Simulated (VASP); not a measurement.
# Ca2S (Fd-3m) in VASP: a series of runs

The runs below take Ca2S through single point, relaxation of cell and atoms, with PBE.

Program: VASP 6.6.1. These are calculated values, not measurements. Logs are shortened: lines on timing, memory, paths and dates and some standing lists are left out, and cuts for length are marked.

## (1) The cell of the first run

Symmetry: Fd-3m, No. 227, cubic system. The conventional cell has a = 8.551 Å, b = 8.551 Å, c = 8.551 Å, α = 90.00°, β = 90.00°, γ = 90.00°. Within 4.0 Å of Ca (site symmetry -3m) lie 6 Ca at 3.02 Å and 6 S at 3.54 Å. Within 4.7 Å of S (site symmetry -43m) lie 12 Ca at 3.54 Å and 4 S at 3.70 Å.

## (2) Single point, PBE

INCAR

```
PREC = Accurate
ENCUT = 520
EDIFF = 1E-7
ISMEAR = 0
SIGMA = 0.1
LREAL = F
LASPH = T
NELM = 80
ALGO = Normal
ISIF = 2
LWAVE = F
LCHARG = F
GGA = PE
NBANDS = 35
```

KPOINTS

```
regular mesh
0
Gamma
  4 4 4
```

POSCAR

```
Ca2S
1.0
    0.0000000000      4.2753771433      4.2753771433
    4.2753771433      0.0000000000      4.2753771433
    4.2753771433      4.2753771433      0.0000000000
Ca S
4 2
Direct
    0.6250000000      0.6250000000      0.6250000000
    0.1250000000      0.6250000000      0.6250000000
    0.6250000000      0.6250000000      0.1250000000
    0.6250000000      0.1250000000      0.6250000000
    0.0000000000      0.0000000000      0.0000000000
    0.2500000000      0.2500000000      0.2500000000
```

Potentials or basis: VASP PAW PBE potentials, release 64 (Ca_sv, S).

On the command line:

```console
$ cat potpaw_PBE.64/Ca_sv/POTCAR potpaw_PBE.64/S/POTCAR > POTCAR
$ mpirun -np 1 vasp_std > vasp.out
```

OUTCAR:

```text
PREC = Accurate
   ENCUT = 520
   EDIFF = 1E-7
   ISMEAR = 0
   LREAL = F
   LASPH = T
   NELM = 80
   ISIF = 2
   GGA = PE

 ion  position               nearest neighbor table
   1  0.625  0.625  0.625-   2 3.02   3 3.02   4 3.02   3 3.02   4 3.02   2 3.02
   2  0.125  0.625  0.625-   1 3.02   3 3.02   4 3.02   1 3.02   3 3.02   4 3.02
   3  0.625  0.625  0.125-   1 3.02   1 3.02   2 3.02   4 3.02   4 3.02   2 3.02
   4  0.625  0.125  0.625-   1 3.02   3 3.02   1 3.02   2 3.02   3 3.02   2 3.02
   5  0.000  0.000  0.000-
   6  0.250  0.250  0.250-

  LATTYP: Found a face centered cubic cell.
 ALAT       =     8.5507542866

  Lattice vectors:

 A1 = (   0.0000000000,   4.2753771433,   4.2753771433)
 A2 = (   4.2753771433,   0.0000000000,   4.2753771433)
 A3 = (   4.2753771433,   4.2753771433,   0.0000000000)

Analysis of symmetry for initial positions (statically):
=====================================================================
 Subroutine PRICEL returns:
 Original cell was already a primitive cell.

 Routine SETGRP: Setting up the symmetry group for a
 face centered cubic supercell.

 Subroutine GETGRP returns: Found 48 space group operations
 (whereof 24 operations were pure point group operations)
 out of a pool of 48 trial point group operations.

The static configuration has the point symmetry T_d .
 The point group associated with its full space group is O_h .

Analysis of symmetry for dynamics (positions and initial velocities):
=====================================================================
 Subroutine PRICEL returns:
 Original cell was already a primitive cell.

 Routine SETGRP: Setting up the symmetry group for a
 face centered cubic supercell.

 Subroutine GETGRP returns: Found 48 space group operations
 (whereof 24 operations were pure point group operations)
 out of a pool of 48 trial point group operations.

The dynamic configuration has the point symmetry T_d .
 The point group associated with its full space group is O_h .

 Subroutine INISYM returns: Found 48 space group operations
 (whereof 24 operations are pure point group operations),
 and found     1 'primitive' translations

----------------------------------------------------------------------------------------

                                     Primitive cell

  volume of cell :     156.2980

  direct lattice vectors                    reciprocal lattice vectors
     0.000000000  4.275377143  4.275377143    -0.116948747  0.116948747  0.116948747
     4.275377143  0.000000000  4.275377143     0.116948747 -0.116948747  0.116948747
     4.275377143  4.275377143  0.000000000     0.116948747  0.116948747 -0.116948747

  length of vectors
     6.046296340  6.046296340  6.046296340     0.202561172  0.202561172  0.202561172

  position of ions in fractional coordinates (direct lattice)
     0.625000000  0.625000000  0.625000000
     0.125000000  0.625000000  0.625000000
     0.625000000  0.625000000  0.125000000
     0.625000000  0.125000000  0.625000000
     0.000000000  0.000000000  0.000000000
     0.250000000  0.250000000  0.250000000

  ion indices of the primitive-cell ions
   primitive index   ion index
                 1           1
                 2           2
                 3           3
                 4           4
                 5           5
                 6           6

----------------------------------------------------------------------------------------

 KPOINTS: regular mesh

Automatic generation of k-mesh.
 Grid dimensions read from file:
 generate k-points for:    4    4    4

 Generating k-lattice:

  Cartesian coordinates                     Fractional coordinates (reciprocal lattice)
    -0.029237187  0.029237187  0.029237187     0.250000000  0.000000000  0.000000000
     0.029237187 -0.029237187  0.029237187     0.000000000  0.250000000  0.000000000
     0.029237187  0.029237187 -0.029237187     0.000000000  0.000000000  0.250000000

  Length of vectors
     0.050640293  0.050640293  0.050640293

  Shift w.r.t. Gamma in fractional coordinates (k-lattice)
     0.000000000  0.000000000  0.000000000

 Subroutine IBZKPT returns following result:
 ===========================================

 Found      8 irreducible k-points:

 Following reciprocal coordinates:
            Coordinates               Weight
  0.000000  0.000000  0.000000      1.000000
  0.250000  0.000000  0.000000      8.000000
  0.500000  0.000000  0.000000      4.000000
  0.250000  0.250000  0.000000      6.000000
  0.500000  0.250000  0.000000     24.000000
 -0.250000  0.250000  0.000000     12.000000
  0.500000  0.500000  0.000000      3.000000
 -0.250000  0.500000  0.250000      6.000000
   k-points           NKPTS =      8   k-points in BZ     NKDIM =      8   number of bands    NBANDS=     35
   number of dos      NEDOS =    301   number of ions     NIONS =      6
   total plane-waves  NPLWV = 110592
   dimension x,y,z NGX =    48 NGY =   48 NGZ =   48
[... 52 lines left out ...]

 number of electron      51.9999999 magnetization

 Free energy of the ion-electron system (eV)
  ---------------------------------------------------
  ext. energy  EPLUGINS =         0.00000000
  ---------------------------------------------------
  free energy    TOTEN  =       -15.73931951 eV

  energy without entropy =      -15.72902155  energy(sigma->0) =      -15.73417053

 E-fermi :   4.3248     XC(G=0):  -9.0414

 val. band max:        4.2465860579   @ k =   0.2500   0.0000   0.0000
 cond. band min:       4.3566744360   @ k =   0.0000   0.0000   0.0000
 fundamental gap:      0.1100883781
 Fermi energy:         4.3248310365

 k-point     1 :       0.0000    0.0000    0.0000
  band No.  band energies     occupation
      1     -37.6896      2.00000
      2     -37.4835      2.00000
      3     -37.4835      2.00000
      4     -37.4835      2.00000
      5     -19.4380      2.00000
      6     -18.9473      2.00000
[... 27 lines left out ...]
     34       6.9021      0.00000
     35       7.1692      0.00000

 k-point     2 :       0.2500    0.0000    0.0000
  band No.  band energies     occupation
      1     -37.6685      2.00000
      2     -37.5056      2.00000
      3     -37.4835      2.00000
      4     -37.4835      2.00000
      5     -19.3350      2.00000
      6     -18.9092      2.00000
[... 27 lines left out ...]
     34       6.3708      0.00000
     35       6.6256      0.00000

 k-point     3 :       0.5000    0.0000    0.0000
  band No.  band energies     occupation
      1     -37.6389      2.00000
      2     -37.5362      2.00000
      3     -37.4836      2.00000
      4     -37.4836      2.00000
      5     -19.2259      2.00000
      6     -18.8752      2.00000
[... 27 lines left out ...]
     34       6.1342      0.00000
     35       6.3159      0.00000

 k-point     4 :       0.2500    0.2500    0.0000
  band No.  band energies     occupation
      1     -37.6600      2.00000
      2     -37.5143      2.00000
      3     -37.4836      2.00000
      4     -37.4836      2.00000
      5     -19.2885      2.00000
      6     -18.9495      2.00000
[... 27 lines left out ...]
     34       6.8379      0.00000
     35       6.8382      0.00000

 k-point     5 :       0.5000    0.2500    0.0000
  band No.  band energies     occupation
      1     -37.6240      2.00000
      2     -37.5513      2.00000
      3     -37.4837      2.00000
      4     -37.4837      2.00000
      5     -19.1364      2.00000
      6     -18.9048      2.00000
[... 27 lines left out ...]
     34       6.4995      0.00000
     35       6.5516      0.00000

 k-point     6 :      -0.2500    0.2500    0.0000
  band No.  band energies     occupation
      1     -37.6390      2.00000
      2     -37.5360      2.00000
      3     -37.4837      2.00000
      4     -37.4836      2.00000
      5     -19.1986      2.00000
      6     -18.8891      2.00000
[... 27 lines left out ...]
     34       6.3191      0.00000
     35       6.4721      0.00000

 k-point     7 :       0.5000    0.5000    0.0000
  band No.  band energies     occupation
      1     -37.5878      2.00000
      2     -37.5878      2.00000
      3     -37.4837      2.00000
      4     -37.4837      2.00000
      5     -19.0111      2.00000
      6     -19.0111      2.00000
[... 27 lines left out ...]
     34       6.3360      0.00000
     35       6.3915      0.00000

 k-point     8 :      -0.2500    0.5000    0.2500
  band No.  band energies     occupation
      1     -37.5878      2.00000
      2     -37.5878      2.00000
      3     -37.4837      2.00000
      4     -37.4837      2.00000
      5     -18.9761      2.00000
      6     -18.9761      2.00000
[... 27 lines left out ...]
     34       6.3043      0.00000
     35       6.4846      0.00000

------------------------ aborting loop because EDIFF is reached ----------------------------------------

  FORCE on cell =-STRESS in cart. coord.  units (eV):
  Direction    XX          YY          ZZ          XY          YZ          ZX
  --------------------------------------------------------------------------------------
  -------------------------------------------------------------------------------------
  Total        2.9736231      2.9736231      2.9736231     -0.0000000     -0.0000000      0.0000000
  in kB       30.4819828     30.4819828     30.4819828     -0.0000000     -0.0000000      0.0000000
  external PRESSURE =      30.4819828 kB  Pullay stress =       0.0000000 kB

 VOLUME and BASIS-vectors are now :
 -----------------------------------------------------------------------------
  energy-cutoff  :      520.00
  volume of cell :      156.30
      direct lattice vectors                 reciprocal lattice vectors
     0.000000000  4.275377143  4.275377143    -0.116948747  0.116948747  0.116948747
     4.275377143  0.000000000  4.275377143     0.116948747 -0.116948747  0.116948747
     4.275377143  4.275377143  0.000000000     0.116948747  0.116948747 -0.116948747

 POSITION                                       TOTAL-FORCE (eV/Angst)
 -----------------------------------------------------------------------------------
      5.34422      5.34422      5.34422        -0.000000      0.000000      0.000000
      5.34422      3.20653      3.20653        -0.000000      0.000000      0.000000
      3.20653      3.20653      5.34422        -0.000000      0.000000      0.000000
      3.20653      5.34422      3.20653        -0.000000      0.000000      0.000000
      0.00000      0.00000      0.00000         0.000000      0.000000     -0.000000
      2.13769      2.13769      2.13769        -0.000000     -0.000000      0.000000
 -----------------------------------------------------------------------------------
    total drift:                                0.000000      0.000000     -0.000000

  FREE ENERGIE OF THE ION-ELECTRON SYSTEM (eV)
  ---------------------------------------------------
  free  energy   TOTEN  =       -15.7393195074 eV

  energy  without entropy=      -15.7290215525  energy(sigma->0) =      -15.73417053
```

Run time: 28 s. Hardware: 1 thread of Intel Xeon 6975P-C (Granite Rapids), shared host; peak memory 0.31 GiB.

Results:

* Free energy: -15.7393 eV
* Pressure: 3.0 GPa
* Band gap on the k mesh: zero (bands 26 and 27 overlap by 0.64 eV)

Caveat: the cell stands under pressure; semilocal functionals underestimate gaps, and a narrow one can read as zero.

## (3) Single point, PBE

This run uses another cell than the first one, of 30.94 Å³/atom.

INCAR

```
SYSTEM = Ca2S
ALGO = Normal
EDIFF = 1E-7
ENCUT = 520
GGA = PE
ISIF = 2
ISMEAR = 0
LASPH = .True.
LCHARG = .True.
LELF = .True.
LREAL = .False.
LVHAR = .True.
LWAVE = .False.
NBANDS = 35
NELM = 80
PREC = Accurate
SIGMA = 0.1
```

KPOINTS

```
k-points
0
Gamma
  8 8 8
  0 0 0
```

POSCAR: that of step 2 with these lines changed.

```diff
@@ -2,5 +2,5 @@
 1.0
-    0.0000000000      4.2753771433      4.2753771433
-    4.2753771433      0.0000000000      4.2753771433
-    4.2753771433      4.2753771433      0.0000000000
+    0.0000000000      4.5276305965      4.5276305965
+    4.5276305965      0.0000000000      4.5276305965
+    4.5276305965      4.5276305965      0.0000000000
 Ca S
```

Potentials or basis: VASP PAW PBE potentials, release 64 (Ca_sv, S).

On the command line:

```console
$ cat potpaw_PBE.64/Ca_sv/POTCAR potpaw_PBE.64/S/POTCAR > POTCAR
$ mpirun -np 1 vasp_std > vasp.out
```

It took 1.8 min on 1 thread of Intel Xeon 6975P-C (Granite Rapids), shared host; peak memory 0.39 GiB.

It converged, with:

| Property | Result |
| --- | --- |
| Free energy | -16.0085 eV |
| Pressure | 0.0 GPa |
| Band gap on the k mesh | zero (bands 26 and 27 overlap by 0.24 eV) |

Levels at points of the mesh, in eV from the Fermi level:
```tsv
k point	band 22	band 23	band 24	band 25	band 26	band 27	band 28	band 29	band 30	band 31
(0.00, 0.00, 0.00)	-2.77	-1.93	-1.93	-1.93	-0.17	-0.17	-0.17	0.19	1.24	1.24
(0.50, 0.00, 0.00)	-1.91	-1.91	-1.67	-1.30	-0.29	0.44	0.44	0.54	1.60	1.74
(0.50, 0.50, 0.00)	-2.84	-1.58	-1.58	-0.68	-0.68	1.08	1.08	1.30	1.30	1.45
```

Caveat: semilocal functionals underestimate gaps, and a narrow one can read as zero.

## (4) Relaxation of cell and atoms, PBE

INCAR

```
PREC     = Accurate       # precision mode
ENCUT    = 600            # plane-wave cutoff, eV
EDIFF    = 1E-7           # SCF threshold, eV
ISMEAR   = 0              # smearing method
SIGMA    = 0.1            # smearing width, eV
LREAL    = False          # projectors in reciprocal space
LASPH    = True           # aspherical terms in the spheres
NELM     = 60             # most SCF steps
ALGO     = Normal         # electronic algorithm
ISIF     = 3              # what is computed and relaxed
LWAVE    = False          # write WAVECAR
LCHARG   = False          # write CHGCAR
GGA      = PE             # functional
IBRION   = 2              # ionic algorithm
NSW      = 100            # ionic steps
EDIFFG   = -0.01          # ionic threshold
```

KPOINTS

```
regular mesh
0
Gamma
  8 8 8
```

POSCAR: that of step 3 with these lines changed.

```diff
@@ -2,5 +2,5 @@
 1.0
-    0.0000000000      4.5276305965      4.5276305965
-    4.5276305965      0.0000000000      4.5276305965
-    4.5276305965      4.5276305965      0.0000000000
+    0.0000000000      4.2753771433      4.2753771433
+    4.2753771433      0.0000000000      4.2753771433
+    4.2753771433      4.2753771433      0.0000000000
 Ca S
```

On the command line:

```console
$ cat potpaw_PBE.64/Ca_sv/POTCAR potpaw_PBE.64/S/POTCAR > POTCAR
$ mpirun -np 1 vasp_std > vasp.out
```

It took 5.2 min on 1 thread of Intel Xeon 6975P-C (Granite Rapids), shared host; peak memory 0.42 GiB.

It converged, with:

```yaml
Free_energy: -16.0047 eV
Relaxed_volume: 30.97 Å³/atom
Relaxed_cell: a = 6.405 Å, b = 6.405 Å, c = 6.405 Å, α = 60.00°, β = 60.00°, γ = 60.00°
Space_group_after_relaxing_to_0.1_Å: Fd-3m (No. 227)
Energy_gained_by_relaxing: 47.6 meV/atom
Ionic_steps: 4
Pressure_after_relaxing: 0.0 GPa
Band_gap_on_the_k_mesh: zero (bands 26 and 27 overlap by 0.23 eV)
```

Step by step:
```
step  energy change (eV)  largest force (eV/Å)  pressure (GPa)  volume (Å³)
   1              0.0000                0.0000            3.15       156.30
   2             -0.1831                0.0000            1.85       168.17
   3             -0.2812                0.0000           -0.36       189.86
   4             -0.2855                0.0000            0.02       185.80
```

Final structure:
```cif
data_structure
_symmetry_space_group_name_H-M 'P 1'
_symmetry_Int_Tables_number 1
_cell_length_a 6.4050
_cell_length_b 6.4050
_cell_length_c 6.4050
_cell_angle_alpha 60.000
_cell_angle_beta 60.000
_cell_angle_gamma 60.000
_cell_volume 185.80
loop_
_atom_site_label
_atom_site_type_symbol
_atom_site_fract_x
_atom_site_fract_y
_atom_site_fract_z
_atom_site_occupancy
Ca1 Ca 0.62500 0.62500 0.62500 1
Ca2 Ca 0.12500 0.62500 0.62500 1
Ca3 Ca 0.62500 0.62500 0.12500 1
Ca4 Ca 0.62500 0.12500 0.62500 1
S1 S 0.00000 0.00000 0.00000 1
S2 S 0.25000 0.25000 0.25000 1
```

Levels at points of the mesh, in eV from the Fermi level:
```
           k point  band 22  band 23  band 24  band 25  band 26  band 27  band 28  band 29  band 30  band 31
(0.00, 0.00, 0.00)    -2.77    -1.93    -1.93    -1.93    -0.17    -0.17    -0.17     0.19     1.25     1.25
(0.50, 0.00, 0.00)    -1.90    -1.90    -1.67    -1.30    -0.30     0.44     0.44     0.54     1.59     1.74
(0.50, 0.50, 0.00)    -2.84    -1.58    -1.58    -0.68    -0.68     1.08     1.08     1.30     1.30     1.45
```

Caveat: the volume moved by over 15 % at a fixed basis, so the end points are rough; semilocal functionals underestimate gaps, and a narrow one can read as zero.

## (5) Relaxation of cell and atoms, PBE

This run uses another cell than the first one, of 30.94 Å³/atom.

INCAR

```
PREC = Accurate
ENCUT = 600
EDIFF = 1E-7
ISMEAR = 0
SIGMA = 0.1
LREAL = False
LASPH = True
NELM = 60
ALGO = Normal
ISIF = 3
LWAVE = False
LCHARG = False
GGA = PE
IBRION = 2
NSW = 100
EDIFFG = -0.01
```

KPOINTS

```
Automatic mesh
0
Gamma
  8 8 8
```

POSCAR: that of step 4 with these lines changed.

```diff
@@ -2,5 +2,5 @@
 1.0
-    0.0000000000      4.2753771433      4.2753771433
-    4.2753771433      0.0000000000      4.2753771433
-    4.2753771433      4.2753771433      0.0000000000
+    0.0000000000      4.5276305965      4.5276305965
+    4.5276305965      0.0000000000      4.5276305965
+    4.5276305965      4.5276305965      0.0000000000
 Ca S
```

On the command line:

```console
$ cat potpaw_PBE.64/Ca_sv/POTCAR potpaw_PBE.64/S/POTCAR > POTCAR
$ mpirun -np 1 vasp_std > vasp.out
```

It took 4.2 min on 1 thread of Intel Xeon 6975P-C (Granite Rapids), shared host; peak memory 0.51 GiB.

It converged, with:

```yaml
Free_energy: -16.0097 eV
Relaxed_volume: 30.99 Å³/atom
Relaxed_cell: a = 6.406 Å, b = 6.406 Å, c = 6.406 Å, α = 60.00°, β = 60.00°, γ = 60.00°
Space_group_after_relaxing_to_0.1_Å: Fd-3m (No. 227)
Energy_gained_by_relaxing: 0.0 meV/atom
Ionic_steps: 2
Pressure_after_relaxing: 0.0 GPa
Band_gap_on_the_k_mesh: zero (bands 26 and 27 overlap by 0.23 eV)
```

Final structure:
```cif
data_structure
_symmetry_space_group_name_H-M 'P 1'
_symmetry_Int_Tables_number 1
_cell_length_a 6.4064
_cell_length_b 6.4064
_cell_length_c 6.4064
_cell_angle_alpha 60.000
_cell_angle_beta 60.000
_cell_angle_gamma 60.000
_cell_volume 185.92
loop_
_atom_site_label
_atom_site_type_symbol
_atom_site_fract_x
_atom_site_fract_y
_atom_site_fract_z
_atom_site_occupancy
Ca1 Ca 0.62500 0.62500 0.62500 1
Ca2 Ca 0.12500 0.62500 0.62500 1
Ca3 Ca 0.62500 0.62500 0.12500 1
Ca4 Ca 0.62500 0.12500 0.62500 1
S1 S 0.00000 0.00000 0.00000 1
S2 S 0.25000 0.25000 0.25000 1
```

Levels at points of the mesh, in eV from the Fermi level:
```tsv
k point	band 24	band 25	band 26	band 27	band 28	band 29
(0.00, 0.00, 0.00)	-1.93	-1.93	-0.17	-0.17	-0.17	0.19
(0.50, 0.00, 0.00)	-1.67	-1.30	-0.30	0.44	0.44	0.54
(0.50, 0.50, 0.00)	-1.58	-0.68	-0.68	1.08	1.08	1.30
```

Caveat: semilocal functionals underestimate gaps, and a narrow one can read as zero.

## (6) The runs side by side

| task | cell | k mesh | cutoff (eV) | gap on the mesh (eV) | pressure (GPa) | relaxed volume (Å³/atom) |
| --- | --- | --- | --- | --- | --- | --- |
| single point | a = 6.046 Å, angles 60.0°, 6 atoms | 4 × 4 × 4 | 520 | none | 3.0 | - |
| single point | a = 6.403 Å, angles 60.0°, 6 atoms | 8 × 8 × 8 | 520 | none | 0.0 | - |
| relaxation of cell and atoms | relaxed from a = 6.046 Å, angles 60.0°, 6 atoms | 8 × 8 × 8 | 600 | none | 0.0 | 30.97 |
| relaxation of cell and atoms | relaxed from a = 6.403 Å, angles 60.0°, 6 atoms | 8 × 8 × 8 | 600 | none | 0.0 | 30.99 |

Alike in all rows: level PBE; potentials or basis VASP PAW PBE potentials, release 64 (Ca_sv, S); no spin polarisation; smearing gaussian 0.1 eV.

Caveats: semilocal functionals underestimate gaps, and a narrow one can read as zero; the cell stands under pressure (at least some runs); the volume moved by over 15 % at a fixed basis, so the end points are rough (at least some runs).

Total energies depend on the potentials used, so only differences within one code and one set of settings carry meaning.

The gap in the log of VASP goes by the Fermi energy; the results here count the filled bands.